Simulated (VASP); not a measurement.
# BeS (F-43m) in VASP: a series of runs, part 2 of 2

VASP 6.6.1. Earlier steps stand in the parts before.

### 4 Relaxation of cell and atoms, r2SCAN

File POSCAR:

```
BeS
1.0
    0.0000000000      2.4250000000      2.4250000000
    2.4250000000      0.0000000000      2.4250000000
    2.4250000000      2.4250000000      0.0000000000
S Be
1 1
Direct
    0.7500000000      0.7500000000      0.7500000000
    0.0000000000      0.0000000000      0.0000000000
```

File INCAR.step1:

```
PREC = Accurate ; ENCUT = 660
ISMEAR = -1 ; SIGMA = 0.05
LREAL = F ; LASPH = T
NELM = 120 ; GGA = PE
ALGO = Normal ; EDIFF = 1E-5
LWAVE = T ; LCHARG = F
GGA_COMPAT = F ; IBRION = 2
ISIF = 3 ; EDIFFG = -0.005
NELMIN = 4 ; NSW = 100
```

File INCAR.step2:

```
PREC = Accurate ; ENCUT = 660
EDIFF = 1E-7 ; ISMEAR = -1
SIGMA = 0.05 ; LREAL = F
LASPH = T ; NELM = 120
ALGO = Normal ; ISIF = 3
LWAVE = F ; LCHARG = F
METAGGA = R2SCAN ; LMIXTAU = T
IBRION = 2 ; NSW = 80
EDIFFG = -0.02 ; ISTART = 1
GGA_COMPAT = F ; NELMIN = 4
```

File KPOINTS:

```
Automatic mesh
0
Gamma
  9 9 9
```

Potentials or basis: VASP PAW PBE potentials, release 64 (S, Be).

On the command line:

```bash
$ cat potpaw_PBE.64/S/POTCAR potpaw_PBE.64/Be/POTCAR > POTCAR
$ cp INCAR.step1 INCAR
$ mpirun -np 1 vasp_std > vasp.out
$ cp INCAR.step2 INCAR
$ mpirun -np 1 vasp_std > vasp.out
```

OUTCAR:

```text
PREC = Accurate
   ENCUT = 660
   EDIFF = 1E-7
   ISMEAR = -1
   LREAL = F
   LASPH = T
   NELM = 120
   ISIF = 3
   METAGGA = R2SCAN
   IBRION = 2
   NSW = 80
   EDIFFG = -0.02
   ISTART = 1
   NELMIN = 4

 ion  position               nearest neighbor table
   1  0.750  0.750  0.750-   2 2.10   2 2.10   2 2.10   2 2.10
   2  0.000  0.000  0.000-   1 2.10   1 2.10   1 2.10   1 2.10

  LATTYP: Found a face centered cubic cell.
 ALAT       =     4.8500000000

  Lattice vectors:

 A1 = (   0.0000000000,   2.4250000000,   2.4250000000)
 A2 = (   2.4250000000,   0.0000000000,   2.4250000000)
 A3 = (   2.4250000000,   2.4250000000,   0.0000000000)

Analysis of symmetry for initial positions (statically):
=====================================================================
 Subroutine PRICEL returns:
 Original cell was already a primitive cell.

 Routine SETGRP: Setting up the symmetry group for a
 face centered cubic supercell.

 Subroutine GETGRP returns: Found 24 space group operations
 (whereof 24 operations were pure point group operations)
 out of a pool of 48 trial point group operations.

The static configuration has the point symmetry T_d .

Analysis of symmetry for dynamics (positions and initial velocities):
=====================================================================
 Subroutine PRICEL returns:
 Original cell was already a primitive cell.

 Routine SETGRP: Setting up the symmetry group for a
 face centered cubic supercell.

 Subroutine GETGRP returns: Found 24 space group operations
 (whereof 24 operations were pure point group operations)
 out of a pool of 48 trial point group operations.

The dynamic configuration has the point symmetry T_d .

 Subroutine INISYM returns: Found 24 space group operations
 (whereof 24 operations are pure point group operations),
 and found     1 'primitive' translations

----------------------------------------------------------------------------------------

                                     Primitive cell

  volume of cell :      28.5210

  direct lattice vectors                    reciprocal lattice vectors
     0.000000000  2.425000000  2.425000000    -0.206185567  0.206185567  0.206185567
     2.425000000  0.000000000  2.425000000     0.206185567 -0.206185567  0.206185567
     2.425000000  2.425000000  0.000000000     0.206185567  0.206185567 -0.206185567

  length of vectors
     3.429467889  3.429467889  3.429467889     0.357123878  0.357123878  0.357123878

  position of ions in fractional coordinates (direct lattice)
     0.750000000  0.750000000  0.750000000
     0.000000000  0.000000000  0.000000000

  ion indices of the primitive-cell ions
   primitive index   ion index
                 1           1
                 2           2

----------------------------------------------------------------------------------------

 KPOINTS: Automatic mesh

Automatic generation of k-mesh.
 Grid dimensions read from file:
[... 26 lines left out ...]
  0.444444  0.000000  0.000000      8.000000
  0.111111  0.111111  0.000000      6.000000
[... 16 lines left out ...]
 -0.333333  0.333333  0.000000     12.000000
  0.444444  0.444444  0.000000      6.000000
 [... further k-points ...]
   k-points           NKPTS =     35   k-points in BZ     NKDIM =     35   number of bands    NBANDS=      8
   number of dos      NEDOS =    301   number of ions     NIONS =      2
   total plane-waves  NPLWV =  27000
   dimension x,y,z NGX =    30 NGY =   30 NGZ =   30
   dimension x,y,z NGXF=    60 NGYF=   60 NGZF=   60
   ions per type =               1   1
   NGX,Y,Z   is equivalent  to a cutoff of  14.54, 14.54, 14.54 a.u.
   NGXF,Y,Z  is equivalent  to a cutoff of  29.09, 29.09, 29.09 a.u.
 SYSTEM =  unknown system
   PREC   = accura    normal or accurate (medium, high low for compatibility)
   ISTART =      1    job   : 0-new  1-cont  2-samecut
   ICHARG =      0    charge: 1-file 2-atom 10-const
   ISPIN  =      1    spin polarized calculation?
   LNONCOLLINEAR =      F non collinear calculations
   LSORBIT =      F    spin-orbit coupling
   LASPH  =      T    aspherical Exc in radial PAW
   ENCUT  =  660.0 eV  48.51 Ry    6.96 a.u.   7.18  7.18  7.18*2*pi/ulx,y,z
   NELM   =    120;   NELMIN=  4; NELMDL=  0     # of ELM steps
   EDIFF  = 0.1E-06   stopping-criterion for ELM
   LREAL  =      F    real-space projection
   EDIFFG = -.2E-01   stopping-criterion for IOM
   NSW    =     80    number of steps for IOM
   IBRION =      2    ionic relax: 0-MD 1-quasi-New 2-CG
   NFREE  =      1    steps in history (QN), initial steepest desc. (CG)
   ISIF   =      3    stress and relaxation
   ISYM   =      2    0-nonsym 1-usesym 2-fastsym
   POTIM  = 0.5000    time-step for ionic-motion
   TEBEG  =    0.0;   TEEND  =   0.0 temperature during run
   PSTRESS=    0.0 pullay stress
   NELECT =       8.0000    total number of electrons
   NUPDOWN=      -1.0000    fix difference up-down
   EMIN   =  10.00;   EMAX   =-10.00  energy-range for DOS
   EFERMI =   0.00;   METHOD = LEGACY
   ISMEAR =    -1;   SIGMA  =   0.05  broadening in eV -4-tet -1-fermi 0-gaus
   EFERMI_NEDOS =   21; number of points for ismear=-14 and -15
   IALGO  =     38    algorithm
   IMIX   =      4    mixing-type and parameters
     AMIX     =   0.40;   BMIX     =  1.00
     AMIX_MAG =   1.60;   BMIX_MAG =  1.00
  volume/ion in A,a.u.               =      14.26        96.23
  Fermi-wavevector in a.u.,A,eV,Ry     =   1.071642  2.025110 15.625158  1.148417
  Thomas-Fermi vector in A             =   2.207388
   LORBIT       =      0    0 simple, 1 ext, 2 COOP (PROOUT), +10 PAW based schemes
   METAGGA = R2SCAN    functional components
   LHFCALC =     F    Hartree Fock is set to
   AEXX    =    0.0000 exact exchange contribution
   IVDW    =     0    specifies the selected vdW correction
   LEPSILON=     F    determine dielectric tensor
   LRPA    =     F    only Hartree local field effects (RPA)
 conjugate gradient relaxation of ions
 non-spin polarized calculation
  energy-cutoff  :      660.00
  volume of cell :       28.52
 maximum number of plane-waves:      1113
 NGX is ok and might be reduce to    30
   NGX = 15   NGY = 15   NGZ = 15

--------------------------------------- Ionic step        1  -------------------------------------------

 number of electron       8.0000001 magnetization

 Free energy of the ion-electron system (eV)
  ---------------------------------------------------
  ext. energy  EPLUGINS =         0.00000000
  ---------------------------------------------------
  free energy    TOTEN  =       -14.78556932 eV

  energy without entropy =      -14.78556932  energy(sigma->0) =      -14.78556932

------------------------ aborting loop because EDIFF is reached ----------------------------------------

  FORCE on cell =-STRESS in cart. coord.  units (eV):
  Direction    XX          YY          ZZ          XY          YZ          ZX
  --------------------------------------------------------------------------------------
  -------------------------------------------------------------------------------------
  Total        0.2576979      0.2576979      0.2576979     -0.0000000     -0.0000000      0.0000000
  in kB       14.4762572     14.4762572     14.4762572     -0.0000000     -0.0000000      0.0000000
  external PRESSURE =      14.4762572 kB  Pullay stress =       0.0000000 kB
[... 59 lines left out ...]
--------------------------------------- Ionic step        3  -------------------------------------------

 number of electron       8.0000001 magnetization

 Free energy of the ion-electron system (eV)
  ---------------------------------------------------
  ext. energy  EPLUGINS =         0.00000000
  ---------------------------------------------------
  free energy    TOTEN  =       -14.78740928 eV

  energy without entropy =      -14.78740928  energy(sigma->0) =      -14.78740928

 E-fermi :   4.7939     XC(G=0): -10.1210

 val. band max:        3.8184088003   @ k =   0.0000   0.0000   0.0000
 cond. band min:       7.5211806921   @ k =   0.4444   0.4444   0.0000
 fundamental gap:      3.7027718918
 Fermi energy:         4.7939332579

 k-point     1 :       0.0000    0.0000    0.0000
  band No.  band energies     occupation
      1     -10.3787      2.00000
      2       3.8184      2.00000
      3       3.8184      2.00000
      4       3.8184      2.00000
      5      10.0838      0.00000
      6      10.0838      0.00000
      7      10.0838      0.00000
      8      10.3770      0.00000
[... 243 lines left out ...]
 k-point    24 :       0.4444    0.4444    0.0000
  band No.  band energies     occupation
      1      -8.2814      2.00000
      2      -1.1432      2.00000
      3       1.2106      2.00000
      4       1.2106      2.00000
      5       7.5212      0.00000
      6       9.2882      0.00000
      7      17.0928      0.00000
      8      17.0928      0.00000

 [... further k-points ...]
[... 5 lines left out ...]
  --------------------------------------------------------------------------------------
  -------------------------------------------------------------------------------------
  Total       -0.0006616     -0.0006616     -0.0006616     -0.0000000      0.0000000      0.0000000
  in kB       -0.0366317     -0.0366317     -0.0366317     -0.0000000      0.0000000      0.0000000
  external PRESSURE =      -0.0366317 kB  Pullay stress =       0.0000000 kB
[... 17 lines left out ...]
  FREE ENERGIE OF THE ION-ELECTRON SYSTEM (eV)
  ---------------------------------------------------
  free  energy   TOTEN  =       -14.7874092776 eV

  energy  without entropy=      -14.7874092776  energy(sigma->0) =      -14.78740928

 reached required accuracy - stopping structural energy minimisation
```

It took 2.3 min on 1 thread of Intel Xeon Platinum 8375C at 2.90GHz (Ice Lake), shared host; peak memory 0.18 GiB.

Results:

* Free energy: -14.7874 eV
* Relaxed volume: 14.47 Å³/atom
* Relaxed cell: a = 3.446 Å, b = 3.446 Å, c = 3.446 Å, α = 60.00°, β = 60.00°, γ = 60.00°
* Space group after relaxing (to 0.05 Å): F-43m (No. 216)
* Energy gained by relaxing: 0.9 meV/atom
* Ionic steps: 3
* Pressure after relaxing: 0.0 GPa
* Band gap on the k mesh: 3.70 eV, indirect (least direct gap 6.27 eV)

Step by step:
```csv
step,energy change (eV),largest force (eV/Å),pressure (GPa),volume (Å³)
1,0.0000,0.0000,1.45,28.52
2,-0.0017,0.0000,-0.40,29.06
3,-0.0018,0.0000,0.00,28.94
```

Final structure:
```
S Be
1.0
     0.00000    2.43668    2.43668
     2.43668    0.00000    2.43668
     2.43668    2.43668    0.00000
S Be
1 1
Direct
  0.75000 0.75000 0.75000
  0.00000 0.00000 0.00000
```

Caveat: the PAW data sets were made with another functional, which shifts forces and pressure a little.

### 5 Single point, HSE06

This run uses another cell than the first one, of 13.40 Å³/atom, 0.940 times its volume.

File POSCAR:

```
BeS
1.0
    0.0000000000      2.3754963136      2.3754963136
    2.3754963136      0.0000000000      2.3754963136
    2.3754963136      2.3754963136      0.0000000000
S Be
1 1
Direct
    0.7500000000      0.7500000000      0.7500000000
    0.0000000000      0.0000000000      0.0000000000
```

File INCAR.step1:

```
ALGO = Normal ; EDIFF = 1E-5
ENCUT = 520 ; GGA = PE
ISIF = 2 ; ISMEAR = -1
LASPH = T ; LREAL = F
LWAVE = T ; NBANDS = 11
NELM = 80 ; PREC = Accurate
SIGMA = 0.05
```

File INCAR.step2:

```
ALGO = Normal ; EDIFF = 1E-6
ENCUT = 520 ; GGA = PE
HFSCREEN = 0.2079 ; ISIF = 2
ISMEAR = -1 ; ISTART = 1
LASPH = T ; LCHARG = T
LELF = T ; LHFCALC = T
LREAL = F ; LVHAR = T
LWAVE = F ; NBANDS = 11
NELM = 80 ; PREC = Accurate
PRECFOCK = Normal ; SIGMA = 0.05
```

File KPOINTS:

```
k-points
0
Gamma
  6 6 6
```

On the command line:

```bash
$ cat potpaw_PBE.64/S/POTCAR potpaw_PBE.64/Be/POTCAR > POTCAR
$ cp INCAR.step1 INCAR
$ mpirun -np 1 vasp_std > vasp.out
$ cp INCAR.step2 INCAR
$ mpirun -np 1 vasp_std > vasp.out
```

Run time: 10 min. Hardware: 1 thread of Intel Xeon Platinum 8259CL at 2.50GHz (Skylake/Cascade Lake), shared host; peak memory 0.26 GiB.

The run converged. Its results:

| Quantity | Value |
| --- | --- |
| Free energy | -11.3522 eV |
| Pressure | 6.9 GPa |
| Band gap on the k mesh | 3.90 eV, indirect (least direct gap 6.83 eV) |

Levels at points of the mesh, in eV from the valence-band top:
| k point | band 1 | band 2 | band 3 | band 4 | band 5 | band 6 | band 7 | band 8 |
| --- | --- | --- | --- | --- | --- | --- | --- | --- |
| (0.00, 0.00, 0.00) | -15.55 | 0.00 | 0.00 | 0.00 | 6.83 | 6.83 | 6.83 | 7.63 |
| (0.50, 0.00, 0.00) | -13.58 | -6.81 | -1.22 | -1.22 | 6.84 | 7.75 | 7.75 | 12.84 |
| (0.50, 0.50, 0.00) | -12.91 | -5.90 | -3.12 | -3.12 | 3.90 | 5.90 | 15.05 | 15.05 |

Caveat: the PAW data sets were made with another functional, which shifts forces and pressure a little.

### 6 Single point, HSE06

This run uses another cell than the first one, of 13.69 Å³/atom, 0.960 times its volume.

File POSCAR:

```
BeS
1.0
    0.0000000000      2.3922257121      2.3922257121
    2.3922257121      0.0000000000      2.3922257121
    2.3922257121      2.3922257121      0.0000000000
S Be
1 1
Direct
    0.7500000000      0.7500000000      0.7500000000
    0.0000000000      0.0000000000      0.0000000000
```

File INCAR.step1:

```
SYSTEM = BeS
PREC = Accurate
ENCUT = 520
EDIFF = 1E-5
ISMEAR = -1
SIGMA = 0.05
LREAL = .False.
LASPH = .True.
NELM = 60
ALGO = Normal
ISIF = 2
LWAVE = .True.
LCHARG = .False.
GGA = PE
NBANDS = 11
```

File INCAR.step2:

```
SYSTEM = BeS
PREC = Accurate
ENCUT = 520
EDIFF = 1E-6
ISMEAR = -1
SIGMA = 0.05
LREAL = .False.
LASPH = .True.
NELM = 60
ALGO = Normal
ISIF = 2
LWAVE = .False.
LCHARG = .False.
GGA = PE
LHFCALC = .True.
HFSCREEN = 0.2079
PRECFOCK = Normal
ISTART = 1
NBANDS = 11
```

File KPOINTS:

```
regular mesh
0
Gamma
  6 6 6
  0 0 0
```

Potentials or basis: VASP PAW PBE potentials, release 64 (S, Be).

On the command line:

```bash
$ cat potpaw_PBE.64/S/POTCAR potpaw_PBE.64/Be/POTCAR > POTCAR
$ cp INCAR.step1 INCAR
$ mpirun -np 1 vasp_std > vasp.out
$ cp INCAR.step2 INCAR
$ mpirun -np 1 vasp_std > vasp.out
```

Wall time 11 min (1 thread of Intel Xeon Platinum 8259CL at 2.50GHz (Skylake/Cascade Lake), shared host); peak memory 0.26 GiB.

It converged, with:

| Item | Value |
| --- | --- |
| Free energy | -11.3726 eV |
| Pressure | 4.4 GPa |
| Band gap on the k mesh | 3.95 eV, indirect (least direct gap 6.84 eV) |

Levels at points of the mesh, in eV from the valence-band top:
| k point | band 1 | band 2 | band 3 | band 4 | band 5 | band 6 | band 7 | band 8 | band 9 |
| --- | --- | --- | --- | --- | --- | --- | --- | --- | --- |
| (0.00, 0.00, 0.00) | -15.39 | 0.00 | 0.00 | 0.00 | 6.84 | 6.84 | 6.84 | 7.43 | 14.36 |
| (0.50, 0.00, 0.00) | -13.49 | -6.65 | -1.19 | -1.19 | 6.76 | 7.76 | 7.76 | 12.74 | 16.79 |
| (0.50, 0.50, 0.00) | -12.84 | -5.78 | -3.04 | -3.04 | 3.95 | 5.92 | 14.87 | 14.87 | 17.83 |

Caveat: the PAW data sets were made with another functional, which shifts forces and pressure a little. A k mesh can miss the band edges.

### 7 Summary

```csv
task,level,cell,k mesh,cutoff (eV),smearing,grid for exact exchange (PRECFOCK),screening parameter,gap on the mesh (eV),pressure (GPa)
single point,r2SCANh,"a = 3.429 Å, angles 60.0°, 2 atoms",6 × 6 × 6,520,gaussian 0.02 eV,Normal,-,4.16,1.0
single point,r2SCAN,"a = 3.443 Å, angles 60.0°, 2 atoms",9 × 9 × 9,660,fermi-dirac 0.05 eV,-,-,3.70,0.3
relaxation of cell and atoms,r2SCAN,"relaxed from a = 3.429 Å, angles 60.0°, 2 atoms",9 × 9 × 9,660,fermi-dirac 0.05 eV,-,-,3.70,0.0
single point,HSE06,"a = 3.359 Å, angles 60.0°, 2 atoms",6 × 6 × 6,520,fermi-dirac 0.05 eV,Normal,0.2079 1/Å,3.90,6.9
single point,HSE06,"a = 3.383 Å, angles 60.0°, 2 atoms",6 × 6 × 6,520,fermi-dirac 0.05 eV,Normal,0.2079 1/Å,3.95,4.4
```

Alike in all rows: potentials or basis VASP PAW PBE potentials, release 64 (S, Be); no spin polarisation.

Caveats: the PAW data sets were made with another functional, which shifts forces and pressure a little.

Absolute energies hang on the potentials; compare differences alone.
